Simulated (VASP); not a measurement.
# KMgF3 (P2/m) in VASP: further runs

The runs below take KMgF3 through single point, with PBEsol.

Program: VASP 6.6.1. These are calculated values, not measurements. Logs are shortened: lines on timing, memory, paths and dates and some standing lists are left out, and cuts for length are marked.

## 1. The cell of the first run

The typed cell holds 5 atoms: a = 3.991 Å, b = 3.991 Å, c = 3.995 Å, α = 90.00°, β = 87.42°, γ = 90.00°.

## 2. Single point, PBEsol (shear of c along a, cell held: +4.5 %)

Contents of INCAR:

```
PREC = Accurate
ENCUT = 520
EDIFF = 1E-6
ISMEAR = 0
SIGMA = 0.02
LREAL = F
LASPH = T
NELM = 60
ALGO = Normal
ISIF = 2
LWAVE = F
LCHARG = T
GGA = PS
LELF = T
LVHAR = T
NBANDS = 24
```

Contents of KPOINTS:

```
Automatic mesh
0
Gamma
  6 6 6
```

Contents of POSCAR:

```
KMgF3
1.0
    3.9912537769      0.0000000000      0.0000000000
    0.0000000000      3.9912537769      0.0000000000
    0.1796064200      0.0000000000      3.9912537769
K Mg F
1 1 3
Direct
    0.5000000000      0.5000000000      0.5000000000
    0.0000000000      0.0000000000      0.0000000000
    0.0000000000      0.5000000000      0.0000000000
    0.0000000000      0.0000000000      0.5000000000
    0.5000000000      0.0000000000      0.0000000000
```

Potentials or basis: VASP PAW PBE potentials, release 64 (K_sv, Mg, F).

Started as:

```console
cat potpaw_PBE.64/K_sv/POTCAR potpaw_PBE.64/Mg/POTCAR potpaw_PBE.64/F/POTCAR > POTCAR
mpirun -np 1 vasp_std > vasp.out
```

OUTCAR:

```text
PREC = Accurate
   ENCUT = 520
   EDIFF = 1E-6
   ISMEAR = 0
   LREAL = F
   LASPH = T
   NELM = 60
   ISIF = 2
   GGA = PS

 ion  position               nearest neighbor table
   1  0.500  0.500  0.500-   3 2.76   3 2.76   4 2.82   4 2.82   4 2.82   4 2.82   5 2.82   5 2.82
                             5 2.82   5 2.82   2 3.41   2 3.41   2 3.41   2 3.41   2 3.51   2 3.51
   2  0.000  0.000  0.000-   3 2.00   5 2.00   3 2.00   5 2.00   4 2.00   4 2.00   1 3.41   1 3.41
                             1 3.41   1 3.41   1 3.51   1 3.51   1 3.51   1 3.51
   3  0.000  0.500  0.000-   2 2.00   2 2.00   1 2.76   1 2.76
   4  0.000  0.000  0.500-   2 2.00   2 2.00   1 2.82   1 2.82   1 2.82   1 2.82
   5  0.500  0.000  0.000-   2 2.00   2 2.00   1 2.82   1 2.82   1 2.82   1 2.82

  LATTYP: Found a simple monoclinic cell.
 ALAT       =     3.9912537769
 B/A-ratio  =     1.0000000000
 C/A-ratio  =     1.0010119879
 COS(beta)  =    -0.0449545066

  Lattice vectors:

 A1 = (   3.9912537769,   0.0000000000,   0.0000000000)
 A2 = (   0.0000000000,  -3.9912537769,   0.0000000000)
 A3 = (  -0.1796064200,   0.0000000000,  -3.9912537769)

Analysis of symmetry for initial positions (statically):
=====================================================================
 Subroutine PRICEL returns:
 Original cell was already a primitive cell.

 Routine SETGRP: Setting up the symmetry group for a
 simple monoclinic supercell.

 Subroutine GETGRP returns: Found  4 space group operations
 (whereof  4 operations were pure point group operations)
 out of a pool of  4 trial point group operations.

The static configuration has the point symmetry C_2h.

Analysis of symmetry for dynamics (positions and initial velocities):
=====================================================================
 Subroutine PRICEL returns:
 Original cell was already a primitive cell.

 Routine SETGRP: Setting up the symmetry group for a
 simple monoclinic supercell.

 Subroutine GETGRP returns: Found  4 space group operations
 (whereof  4 operations were pure point group operations)
 out of a pool of  4 trial point group operations.

The dynamic configuration has the point symmetry C_2h.

 Subroutine INISYM returns: Found  4 space group operations
 (whereof  4 operations are pure point group operations),
 and found     1 'primitive' translations

----------------------------------------------------------------------------------------

                                     Primitive cell
[... 99 lines left out ...]
   EDIFFG = 0.1E-04   stopping-criterion for IOM
   NSW    =      0    number of steps for IOM
   IBRION =     -1    ionic relax: 0-MD 1-quasi-New 2-CG
   NFREE  =      0    steps in history (QN), initial steepest desc. (CG)
   ISIF   =      2    stress and relaxation
   ISYM   =      2    0-nonsym 1-usesym 2-fastsym
   POTIM  = 0.5000    time-step for ionic-motion
   TEBEG  =    0.0;   TEEND  =   0.0 temperature during run
   PSTRESS=    0.0 pullay stress
   NELECT =      32.0000    total number of electrons
   NUPDOWN=      -1.0000    fix difference up-down
   EMIN   =  10.00;   EMAX   =-10.00  energy-range for DOS
   EFERMI =   0.00;   METHOD = LEGACY
   ISMEAR =     0;   SIGMA  =   0.02  broadening in eV -4-tet -1-fermi 0-gaus
   EFERMI_NEDOS =   21; number of points for ismear=-14 and -15
   IALGO  =     38    algorithm
   IMIX   =      4    mixing-type and parameters
     AMIX     =   0.40;   BMIX     =  1.00
     AMIX_MAG =   1.60;   BMIX_MAG =  1.00
  volume/ion in A,a.u.               =      12.72        85.81
  Fermi-wavevector in a.u.,A,eV,Ry     =   1.302213  2.460826 23.072211  1.695760
  Thomas-Fermi vector in A             =   2.433296
   LORBIT       =      0    0 simple, 1 ext, 2 COOP (PROOUT), +10 PAW based schemes
   GGA     = PS    functional components
   LHFCALC =     F    Hartree Fock is set to
   AEXX    =    0.0000 exact exchange contribution
   IVDW    =     0    specifies the selected vdW correction
   LEPSILON=     F    determine dielectric tensor
   LRPA    =     F    only Hartree local field effects (RPA)
 non-spin polarized calculation
 Gauss-broadening in eV      SIGMA  =   0.02
  energy-cutoff  :      520.00
  volume of cell :       63.58
 maximum number of plane-waves:      1731
 NGX is ok and might be reduce to    30
   NGX = 15   NGY = 15   NGZ = 15

 number of electron      31.9999947 magnetization

 Free energy of the ion-electron system (eV)
  ---------------------------------------------------
  ext. energy  EPLUGINS =         0.00000000
  ---------------------------------------------------
  free energy    TOTEN  =       -25.24464684 eV

  energy without entropy =      -25.24464684  energy(sigma->0) =      -25.24464684

 E-fermi :  -1.5297     XC(G=0):  -9.9234

 val. band max:       -1.6974005569   @ k =   0.5000   0.5000   0.5000
 cond. band min:       5.3590642297   @ k =   0.0000   0.0000   0.0000
 fundamental gap:      7.0564647866
 Fermi energy:        -1.5297207189

 k-point     1 :       0.0000    0.0000    0.0000
  band No.  band energies     occupation
      1     -27.2114      2.00000
      2     -21.7246      2.00000
      3     -21.0655      2.00000
      4     -21.0503      2.00000
      5     -10.8015      2.00000
      6     -10.7766      2.00000
[... 637 lines left out ...]
     23      12.2996      0.00000
     24      14.2685      0.00000

 [... further k-points ...]

------------------------ aborting loop because EDIFF is reached ----------------------------------------

  FORCE on cell =-STRESS in cart. coord.  units (eV):
  Direction    XX          YY          ZZ          XY          YZ          ZX
  --------------------------------------------------------------------------------------
  -------------------------------------------------------------------------------------
  Total       -0.1501770     -0.1482430     -0.1150589      0.0000000      0.0000000     -0.8228471
  in kB       -3.7843037     -3.7355693     -2.8993632      0.0000000      0.0000000    -20.7348875
  external PRESSURE =      -3.4730787 kB  Pullay stress =       0.0000000 kB

 VOLUME and BASIS-vectors are now :
 -----------------------------------------------------------------------------
  energy-cutoff  :      520.00
  volume of cell :       63.58
      direct lattice vectors                 reciprocal lattice vectors
     3.991253777  0.000000000  0.000000000     0.250547837  0.000000000 -0.011274653
     0.000000000  3.991253777  0.000000000     0.000000000  0.250547837  0.000000000
     0.179606420  0.000000000  3.991253777     0.000000000  0.000000000  0.250547837

 POSITION                                       TOTAL-FORCE (eV/Angst)
 -----------------------------------------------------------------------------------
      2.08543      1.99563      1.99563        -0.000000      0.000000      0.000000
      0.00000      0.00000      0.00000        -0.000000      0.000000      0.000000
      0.00000      1.99563      0.00000        -0.000000      0.000000      0.000000
      0.08980      0.00000      1.99563        -0.000000      0.000000      0.000000
      1.99563      0.00000      0.00000         0.000000      0.000000      0.000000
 -----------------------------------------------------------------------------------
    total drift:                                0.000000     -0.000000      0.000000

  FREE ENERGIE OF THE ION-ELECTRON SYSTEM (eV)
  ---------------------------------------------------
  free  energy   TOTEN  =       -25.2446468388 eV

  energy  without entropy=      -25.2446468388  energy(sigma->0) =      -25.24464684
```

stdout:

```text
POSCAR found type information on POSCAR K MgF
 POSCAR found :  3 types and       5 ions
 scaLAPACK will be used
 -----------------------------------------------------------------------------
|                                                                             |
|                                                                             |
|     You enforced a specific xc type in the INCAR file but a different       |
|     I HOPE YOU KNOW WHAT YOU ARE DOING!                                     |
|                                                                             |
 -----------------------------------------------------------------------------

 LDA part: xc-table for (Slater+PW92), standard interpolation
 POSCAR, INCAR and KPOINTS ok, starting setup
 FFT: planning ... GRIDC
 FFT: planning ... GRID_SOFT
 FFT: planning ... GRID
 WAVECAR not read
 entering main loop
```

Run time: 45 s. Hardware: 1 thread of AMD EPYC 9R45 (Zen 5), shared host; peak memory 0.22 GiB.

Results:

* Free energy: -25.2446 eV
* Pressure: -0.3 GPa
* Band gap on the k mesh: 7.06 eV (least direct gap 7.30 eV)

Stress tensor (GPa, compression positive):
```
-0.38  0.00 -2.07
 0.00 -0.37  0.00
-2.07  0.00 -0.29
```

Levels at points of the mesh, in eV from the valence-band top:
| k point | band 13 | band 14 | band 15 | band 16 | band 17 | band 18 | band 19 | band 20 |
| --- | --- | --- | --- | --- | --- | --- | --- | --- |
| (0.00, 0.00, 0.00) | -0.61 | -0.42 | -0.35 | -0.25 | 7.06 | 9.88 | 9.92 | 11.97 |
| (0.50, 0.00, 0.00) | -0.89 | -0.89 | -0.56 | -0.56 | 9.89 | 10.21 | 10.95 | 12.65 |
| (0.00, 0.50, 0.00) | -0.90 | -0.89 | -0.71 | -0.39 | 9.90 | 10.20 | 10.97 | 12.49 |
| (0.50, 0.50, 0.00) | -1.07 | -0.92 | -0.92 | -0.05 | 10.74 | 11.52 | 12.35 | 12.38 |
| (0.00, 0.00, 0.50) | -0.89 | -0.89 | -0.56 | -0.56 | 9.89 | 10.21 | 10.94 | 12.64 |
| (0.50, 0.00, 0.50) | -1.03 | -0.95 | -0.92 | -0.02 | 10.74 | 11.53 | 12.32 | 12.42 |
| (0.00, 0.50, 0.50) | -1.07 | -0.93 | -0.93 | -0.05 | 10.74 | 11.51 | 12.35 | 12.37 |
| (0.50, 0.50, 0.50) | -1.15 | -0.04 | -0.02 | 0.00 | 10.12 | 10.27 | 10.40 | 13.74 |

Caveat: the cell differs from its parent crystal (shear of c along a, cell held: +4.5 %); the PAW data sets were made with another functional, which shifts forces and pressure a little. A k mesh can miss the band edges.

## 3. Single point, PBEsol

Contents of INCAR:

```
SYSTEM = KMgF3
PREC = Accurate
ENCUT = 520
EDIFF = 1E-7
ISMEAR = 0
SIGMA = 0.02
LREAL = .False.
LASPH = .True.
NELM = 100
ALGO = Normal
ISIF = 2
LWAVE = .False.
LCHARG = .False.
GGA = PS
NBANDS = 24
```

Contents of KPOINTS:

```
Automatic mesh
0
Gamma
  6 6 6
  0 0 0
```

POSCAR is that of step 2.

Potentials or basis: VASP PAW PBE potentials, release 64 (K_sv, Mg, F).

Started as:

```console
cat potpaw_PBE.64/K_sv/POTCAR potpaw_PBE.64/Mg/POTCAR potpaw_PBE.64/F/POTCAR > POTCAR
mpirun -np 1 vasp_std > vasp.out
```

Wall time 49 s (1 thread of AMD EPYC 9R45 (Zen 5), shared host); peak memory 0.22 GiB.

The run converged. Its results:

* Free energy: -25.2446 eV
* Pressure: -0.3 GPa
* Band gap on the k mesh: 7.06 eV (least direct gap 7.30 eV)

Stress tensor (GPa, compression positive):
```
-0.37  0.00 -2.07
 0.00 -0.36  0.00
-2.07  0.00 -0.28
```

Levels at points of the mesh, in eV from the valence-band top:
```tsv
k point	band 12	band 13	band 14	band 15	band 16	band 17	band 18	band 19	band 20	band 21
(0.00, 0.00, 0.00)	-0.65	-0.61	-0.42	-0.35	-0.25	7.06	9.89	9.92	11.97	12.10
(0.50, 0.00, 0.00)	-0.91	-0.89	-0.89	-0.56	-0.56	9.89	10.21	10.95	12.65	12.72
(0.00, 0.50, 0.00)	-0.91	-0.90	-0.89	-0.71	-0.39	9.90	10.20	10.97	12.49	12.74
(0.50, 0.50, 0.00)	-1.09	-1.07	-0.92	-0.92	-0.05	10.74	11.52	12.35	12.38	12.71
(0.00, 0.00, 0.50)	-0.91	-0.89	-0.89	-0.56	-0.56	9.89	10.21	10.94	12.65	12.73
(0.50, 0.00, 0.50)	-1.12	-1.03	-0.95	-0.92	-0.02	10.74	11.53	12.32	12.42	12.62
(0.00, 0.50, 0.50)	-1.09	-1.07	-0.93	-0.93	-0.05	10.74	11.51	12.35	12.37	12.72
(0.50, 0.50, 0.50)	-1.16	-1.15	-0.04	-0.02	0.00	10.12	10.27	10.40	13.74	14.02
```

Caveat: the PAW data sets were made with another functional, which shifts forces and pressure a little.
